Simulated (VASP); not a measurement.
# ZnO (Pm-3m) in VASP: a series of runs

Aim: see how the results for ZnO move with the level of theory and the settings. Levels: LDA, PBEsol, PBE. Tasks: single point.

All numbers are computed with VASP 6.6.1; they aren't measurements. Logs are shortened: lines on timing, memory, paths and dates and some standing lists are left out, and cuts for length are marked.

### 1 The cell of the first run

It takes space group Pm-3m (No. 221, cubic). Conventional cell: a = 2.612 Å, b = 2.612 Å, c = 2.612 Å, α = 90.00°, β = 90.00°, γ = 90.00°. Zn (site symmetry m-3m) has 8 O at 2.26 Å and 6 Zn at 2.61 Å within 3.0 Å. Within 3.0 Å of O (site symmetry m-3m) lie 8 Zn at 2.26 Å and 6 O at 2.61 Å.

### 2 Single point, LDA

The input, INCAR:

```
ALGO = Normal
EDIFF = 1E-6
ENCUT = 520
ISIF = 2
ISMEAR = -1
LASPH = T
LCHARG = T
LELF = T
LREAL = F
LVHAR = T
LWAVE = F
NBANDS = 16
NELM = 60
PREC = Accurate
SIGMA = 0.02
```

The input, KPOINTS:

```
k-points
0
Gamma
  8 8 8
```

The input, POSCAR:

```
ZnO
1.0
    2.6119239293      0.0000000000      0.0000000000
    0.0000000000      2.6119239293      0.0000000000
    0.0000000000      0.0000000000      2.6119239293
Zn O
1 1
Direct
    0.0000000000      0.0000000000      0.0000000000
    0.5000000000      0.5000000000      0.5000000000
```

Potentials or basis: VASP PAW LDA potentials, release 64 (Zn, O).

The run is started by

```bash
$ cat potpaw_LDA.64/Zn/POTCAR potpaw_LDA.64/O/POTCAR > POTCAR
$ mpirun -np 1 vasp_std > vasp.out
```

OUTCAR:

```text
EDIFF = 1E-6
   ENCUT = 520
   ISIF = 2
   ISMEAR = -1
   LASPH = T
   LREAL = F
   NELM = 60
   PREC = Accurate

 ion  position               nearest neighbor table
   1  0.000  0.000  0.000-   2 2.26   2 2.26   2 2.26   2 2.26   2 2.26   2 2.26   2 2.26   2 2.26

   2  0.500  0.500  0.500-   1 2.26   1 2.26   1 2.26   1 2.26   1 2.26   1 2.26   1 2.26   1 2.26

  LATTYP: Found a simple cubic cell.
 ALAT       =     2.6119239293

  Lattice vectors:

 A1 = (   2.6119239293,   0.0000000000,   0.0000000000)
 A2 = (   0.0000000000,   2.6119239293,   0.0000000000)
 A3 = (   0.0000000000,   0.0000000000,   2.6119239293)

Analysis of symmetry for initial positions (statically):
=====================================================================
 Subroutine PRICEL returns:
 Original cell was already a primitive cell.

 Routine SETGRP: Setting up the symmetry group for a
 simple cubic supercell.

 Subroutine GETGRP returns: Found 48 space group operations
 (whereof 48 operations were pure point group operations)
 out of a pool of 48 trial point group operations.

The static configuration has the point symmetry O_h .

Analysis of symmetry for dynamics (positions and initial velocities):
=====================================================================
 Subroutine PRICEL returns:
 Original cell was already a primitive cell.

 Routine SETGRP: Setting up the symmetry group for a
 simple cubic supercell.

 Subroutine GETGRP returns: Found 48 space group operations
 (whereof 48 operations were pure point group operations)
 out of a pool of 48 trial point group operations.

The dynamic configuration has the point symmetry O_h .

 Subroutine INISYM returns: Found 48 space group operations
 (whereof 48 operations are pure point group operations),
 and found     1 'primitive' translations

----------------------------------------------------------------------------------------

                                     Primitive cell

  volume of cell :      17.8189

  direct lattice vectors                    reciprocal lattice vectors
     2.611923929  0.000000000  0.000000000     0.382859542  0.000000000  0.000000000
     0.000000000  2.611923929  0.000000000     0.000000000  0.382859542  0.000000000
     0.000000000  0.000000000  2.611923929     0.000000000  0.000000000  0.382859542

[... 74 lines left out ...]
   PREC   = accura    normal or accurate (medium, high low for compatibility)
   ISTART =      0    job   : 0-new  1-cont  2-samecut
   ICHARG =      2    charge: 1-file 2-atom 10-const
   ISPIN  =      1    spin polarized calculation?
   LNONCOLLINEAR =      F non collinear calculations
   LSORBIT =      F    spin-orbit coupling
   LASPH  =      T    aspherical Exc in radial PAW
   ENCUT  =  520.0 eV  38.22 Ry    6.18 a.u.   4.86  4.86  4.86*2*pi/ulx,y,z
   NELM   =     60;   NELMIN=  2; NELMDL= -5     # of ELM steps
   EDIFF  = 0.1E-05   stopping-criterion for ELM
   LREAL  =      F    real-space projection
   EDIFFG = 0.1E-04   stopping-criterion for IOM
   NSW    =      0    number of steps for IOM
   IBRION =     -1    ionic relax: 0-MD 1-quasi-New 2-CG
   NFREE  =      0    steps in history (QN), initial steepest desc. (CG)
   ISIF   =      2    stress and relaxation
   ISYM   =      2    0-nonsym 1-usesym 2-fastsym
   POTIM  = 0.5000    time-step for ionic-motion
   TEBEG  =    0.0;   TEEND  =   0.0 temperature during run
   PSTRESS=    0.0 pullay stress
   NELECT =      18.0000    total number of electrons
   NUPDOWN=      -1.0000    fix difference up-down
   EMIN   =  10.00;   EMAX   =-10.00  energy-range for DOS
   EFERMI =   0.00;   METHOD = LEGACY
   ISMEAR =    -1;   SIGMA  =   0.02  broadening in eV -4-tet -1-fermi 0-gaus
   EFERMI_NEDOS =   21; number of points for ismear=-14 and -15
   IALGO  =     38    algorithm
   IMIX   =      4    mixing-type and parameters
     AMIX     =   0.40;   BMIX     =  1.00
     AMIX_MAG =   1.60;   BMIX_MAG =  1.00
  volume/ion in A,a.u.               =       8.91        60.12
  Fermi-wavevector in a.u.,A,eV,Ry     =   1.642625  3.104111 36.711477  2.698217
  Thomas-Fermi vector in A             =   2.732896
   LORBIT       =      0    0 simple, 1 ext, 2 COOP (PROOUT), +10 PAW based schemes
   GGA     = CA    functional components
   LHFCALC =     F    Hartree Fock is set to
   AEXX    =    0.0000 exact exchange contribution
   IVDW    =     0    specifies the selected vdW correction
   LEPSILON=     F    determine dielectric tensor
   LRPA    =     F    only Hartree local field effects (RPA)
 non-spin polarized calculation
  energy-cutoff  :      520.00
  volume of cell :       17.82
 maximum number of plane-waves:       500
 NGX is ok and might be reduce to    20
   NGX =  9   NGY =  9   NGZ =  9

 number of electron      17.9999981 magnetization

 Free energy of the ion-electron system (eV)
  ---------------------------------------------------
  ext. energy  EPLUGINS =         0.00000000
  ---------------------------------------------------
  free energy    TOTEN  =        -9.18998846 eV

  energy without entropy =       -9.18970538  energy(sigma->0) =       -9.18984692

 E-fermi :   3.7829     XC(G=0): -13.4788

 val. band max:        3.7419290740   @ k =   0.5000   0.0000   0.0000
 cond. band min:       4.8274569561   @ k =   0.1250   0.0000   0.0000
 fundamental gap:      1.0855278821
 Fermi energy:         3.7829339632

 k-point     1 :       0.0000    0.0000    0.0000
  band No.  band energies     occupation
      1     -15.2379      2.00000
      2      -3.0459      2.00000
      3      -3.0459      2.00000
      4      -1.7309      2.00000
      5      -1.7309      2.00000
      6      -1.7309      2.00000
[... 433 lines left out ...]
      3      -2.8506      2.00000
      4      -2.4401      2.00000
      5      -1.9858      2.00000
      6      -1.7447      2.00000
[... 8 lines left out ...]
     15      26.5159      0.00000
     16      28.1535      0.00000

 [... further k-points ...]
[... 5 lines left out ...]
  --------------------------------------------------------------------------------------
  -------------------------------------------------------------------------------------
  Total        0.1858204      0.1858204      0.1858204     -0.0000000     -0.0000000      0.0000000
  in kB       16.7079218     16.7079218     16.7079218     -0.0000000     -0.0000000      0.0000000
  external PRESSURE =      16.7079218 kB  Pullay stress =       0.0000000 kB

 VOLUME and BASIS-vectors are now :
 -----------------------------------------------------------------------------
  energy-cutoff  :      520.00
  volume of cell :       17.82
      direct lattice vectors                 reciprocal lattice vectors
     2.611923929  0.000000000  0.000000000     0.382859542  0.000000000  0.000000000
     0.000000000  2.611923929  0.000000000     0.000000000  0.382859542  0.000000000
     0.000000000  0.000000000  2.611923929     0.000000000  0.000000000  0.382859542

 POSITION                                       TOTAL-FORCE (eV/Angst)
 -----------------------------------------------------------------------------------
      0.00000      0.00000      0.00000         0.000000      0.000000      0.000000
      1.30596      1.30596      1.30596         0.000000      0.000000      0.000000
 -----------------------------------------------------------------------------------
    total drift:                               -0.000000      0.000000      0.000000

  FREE ENERGIE OF THE ION-ELECTRON SYSTEM (eV)
  ---------------------------------------------------
  free  energy   TOTEN  =        -9.1899884611 eV

  energy  without entropy=       -9.1897053790  energy(sigma->0) =       -9.18984692
```

Run time: 6.5 s. Hardware: 1 thread of Intel Xeon Platinum 8488C (Sapphire Rapids), shared host; peak memory 0.12 GiB.

Results:

- Free energy: -9.1900 eV
- Pressure: 1.7 GPa
- Band gap on the k mesh: zero (band 9 reaches 3.74 eV, above the bottom of band 10 at 3.36 eV)

Levels at points of the mesh, in eV from the Fermi level:
| k point | band 5 | band 6 | band 7 | band 8 | band 9 | band 10 | band 11 | band 12 | band 13 | band 14 |
| --- | --- | --- | --- | --- | --- | --- | --- | --- | --- | --- |
| (0.00, 0.00, 0.00) | -5.51 | -5.51 | -1.46 | -1.46 | -1.46 | -0.43 | 14.38 | 14.38 | 18.22 | 18.22 |
| (0.50, 0.00, 0.00) | -6.25 | -5.47 | -4.66 | -0.04 | -0.04 | 5.38 | 7.02 | 16.09 | 16.09 | 17.33 |
| (0.50, 0.50, 0.00) | -5.68 | -5.53 | -5.53 | -5.22 | -0.28 | 2.66 | 10.52 | 10.52 | 16.39 | 22.05 |
| (0.50, 0.50, 0.50) | -5.20 | -5.20 | -1.47 | -1.47 | -1.47 | 5.32 | 5.32 | 5.32 | 10.12 | 21.67 |

### 3 Single point, PBEsol

This run uses another cell than the first one, of 9.25 Å³/atom, 1.038 times its volume.

The input, INCAR:

```
PREC = Accurate
ENCUT = 520
EDIFF = 1E-6
ISMEAR = -1
SIGMA = 0.02
LREAL = False
LASPH = True
NELM = 80
ALGO = Normal
ISIF = 2
LWAVE = False
LCHARG = False
GGA = PS
NBANDS = 16
```

The input, KPOINTS:

```
regular mesh
0
Gamma
  8 8 8
```

The input, POSCAR:

```
ZnO
1.0
    2.6447641420      0.0000000000      0.0000000000
    0.0000000000      2.6447641420      0.0000000000
    0.0000000000      0.0000000000      2.6447641420
Zn O
1 1
Direct
    0.0000000000      0.0000000000      0.0000000000
    0.5000000000      0.5000000000      0.5000000000
```

Potentials or basis: VASP PAW PBE potentials, release 64 (Zn, O).

The run is started by

```bash
$ cat potpaw_PBE.64/Zn/POTCAR potpaw_PBE.64/O/POTCAR > POTCAR
$ mpirun -np 1 vasp_std > vasp.out
```

It took 8.7 s on 1 thread of Intel Xeon Platinum 8488C (Sapphire Rapids), shared host; peak memory 0.12 GiB.

The run converged. Its results:

* Free energy: -8.3599 eV
* Pressure: 1.0 GPa
* Band gap on the k mesh: zero (band 9 reaches 3.46 eV, above the bottom of band 10 at 2.81 eV)

Levels at points of the mesh, in eV from the Fermi level:
```csv
k point,band 7,band 8,band 9,band 10,band 11,band 12
"(0.00, 0.00, 0.00)",-1.37,-1.37,-1.37,-0.69,14.16,14.16
"(0.50, 0.00, 0.00)",-4.55,-0.04,-0.04,5.15,6.78,15.87
"(0.50, 0.50, 0.00)",-5.28,-5.10,-0.24,2.63,10.30,10.30
"(0.50, 0.50, 0.50)",-1.45,-1.45,-1.45,5.35,5.35,5.35
```

Caveat: the PAW data sets were made with another functional, which shifts forces and pressure a little.

### 4 Single point, PBE

This run uses another cell than the first one, of 9.26 Å³/atom, 1.040 times its volume.

The input, INCAR:

```
SYSTEM = ZnO
PREC     = Accurate       ! precision mode
ENCUT    = 520            ! plane-wave cutoff, eV
EDIFF    = 1E-6           ! SCF threshold, eV
ISMEAR   = -1             ! smearing method
SIGMA    = 0.02           ! smearing width, eV
LREAL    = .False.        ! projectors in reciprocal space
LASPH    = .True.         ! aspherical terms in the spheres
NELM     = 100            ! most SCF steps
ALGO     = Normal         ! electronic algorithm
ISIF     = 2              ! what is computed and relaxed
LWAVE    = .False.        ! write WAVECAR
LCHARG   = .True.         ! write CHGCAR
GGA      = PE             ! functional
LELF     = .True.         ! ELF
LVHAR    = .True.       
NBANDS   = 16             ! bands
```

The input, KPOINTS:

```
regular mesh
0
Gamma
  10 10 10
  0 0 0
```

The input, POSCAR:

```
ZnO
1.0
    2.6461709597      0.0000000000      0.0000000000
    0.0000000000      2.6461709597      0.0000000000
    0.0000000000      0.0000000000      2.6461709597
Zn O
1 1
Direct
    0.0000000000      0.0000000000      0.0000000000
    0.5000000000      0.5000000000      0.5000000000
```

The run is started by

```bash
$ cat potpaw_PBE.64/Zn/POTCAR potpaw_PBE.64/O/POTCAR > POTCAR
$ mpirun -np 1 vasp_std > vasp.out
```

It took 11 s on 1 thread of Intel Xeon Platinum 8488C (Sapphire Rapids), shared host; peak memory 0.13 GiB.

It converged, with:

| Quantity | Value |
| --- | --- |
| Free energy | -7.4651 eV |
| Pressure | 9.2 GPa |
| Band gap on the k mesh | zero (band 9 reaches 3.58 eV, above the bottom of band 10 at 2.98 eV) |

Levels at points of the mesh, in eV from the Fermi level:
| k point | band 6 | band 7 | band 8 | band 9 | band 10 | band 11 | band 12 | band 13 |
| --- | --- | --- | --- | --- | --- | --- | --- | --- |
| (0.00, 0.00, 0.00) | -5.40 | -1.35 | -1.35 | -1.35 | -0.65 | 14.31 | 14.31 | 17.95 |
| (0.50, 0.00, 0.00) | -5.36 | -4.56 | -0.05 | -0.05 | 5.25 | 6.80 | 15.99 | 15.99 |
| (0.50, 0.50, 0.00) | -5.19 | -5.19 | -5.13 | -0.24 | 2.72 | 10.37 | 10.37 | 16.10 |
| (0.50, 0.50, 0.50) | -5.11 | -1.45 | -1.45 | -1.45 | 5.50 | 5.50 | 5.50 | 9.87 |

### 5 Single point, LDA

This run uses another cell than the first one, of 9.26 Å³/atom, 1.040 times its volume.

The input, INCAR:

```
ALGO     = Normal         # electronic algorithm
EDIFF    = 1E-6           # SCF threshold, eV
ENCUT    = 520            # plane-wave cutoff, eV
GGA      = CA             # functional
ISIF     = 2              # what is computed and relaxed
ISMEAR   = -1             # smearing method
LASPH    = True           # aspherical terms in the spheres
LCHARG   = False          # write CHGCAR
LREAL    = False          # projectors in reciprocal space
LWAVE    = False          # write WAVECAR
NBANDS   = 16             # bands
NELM     = 80             # most SCF steps
PREC     = Accurate       # precision mode
SIGMA    = 0.02           # smearing width, eV
```

The input, KPOINTS:

```
k-points
0
Gamma
  10 10 10
```

POSCAR is that of step 4.

Potentials or basis: VASP PAW LDA potentials, release 64 (Zn, O).

The run is started by

```bash
$ cat potpaw_LDA.64/Zn/POTCAR potpaw_LDA.64/O/POTCAR > POTCAR
$ mpirun -np 1 vasp_std > vasp.out
```

It took 12 s on 1 thread of Intel Xeon Platinum 8488C (Sapphire Rapids), shared host; peak memory 0.13 GiB.

It converged, with:

```yaml
Free_energy: -9.1806 eV
Pressure: -6.0 GPa
Band_gap_on_the_k_mesh: zero (band 9 reaches 3.34 eV, above the bottom of band 10 at 2.72 eV)
```

Levels at points of the mesh, in eV from the Fermi level:
| k point | band 5 | band 6 | band 7 | band 8 | band 9 | band 10 | band 11 | band 12 | band 13 | band 14 |
| --- | --- | --- | --- | --- | --- | --- | --- | --- | --- | --- |
| (0.00, 0.00, 0.00) | -5.50 | -5.50 | -1.37 | -1.37 | -1.37 | -0.66 | 14.18 | 14.18 | 17.67 | 17.67 |
| (0.50, 0.00, 0.00) | -6.17 | -5.47 | -4.65 | -0.05 | -0.05 | 5.16 | 6.68 | 15.73 | 15.73 | 17.20 |
| (0.50, 0.50, 0.00) | -5.68 | -5.26 | -5.26 | -5.23 | -0.24 | 2.51 | 10.20 | 10.20 | 16.02 | 21.35 |
| (0.50, 0.50, 0.50) | -5.21 | -5.21 | -1.47 | -1.47 | -1.47 | 5.29 | 5.29 | 5.29 | 9.59 | 21.10 |

### 6 Summary

| level | potentials or basis | cell | k mesh | gap on the mesh (eV) | pressure (GPa) |
| --- | --- | --- | --- | --- | --- |
| LDA | VASP PAW LDA potentials, release 64 (Zn, O) | a = 2.612 Å, 2 atoms | 8 × 8 × 8 | none | 1.7 |
| PBEsol | VASP PAW PBE potentials, release 64 (Zn, O) | a = 2.645 Å, 2 atoms | 8 × 8 × 8 | none | 1.0 |
| PBE | VASP PAW PBE potentials, release 64 (Zn, O) | a = 2.646 Å, 2 atoms | 10 × 10 × 10 | none | 9.2 |
| LDA | VASP PAW LDA potentials, release 64 (Zn, O) | a = 2.646 Å, 2 atoms | 10 × 10 × 10 | none | -6.0 |

Alike in all rows: task single point; no spin polarisation; cutoff (eV) 520; smearing fermi-dirac 0.02 eV.

Caveats: the PAW data sets were made with another functional, which shifts forces and pressure a little (some runs).

Total energies depend on the potentials used, so only differences within one code and one set of settings carry meaning.
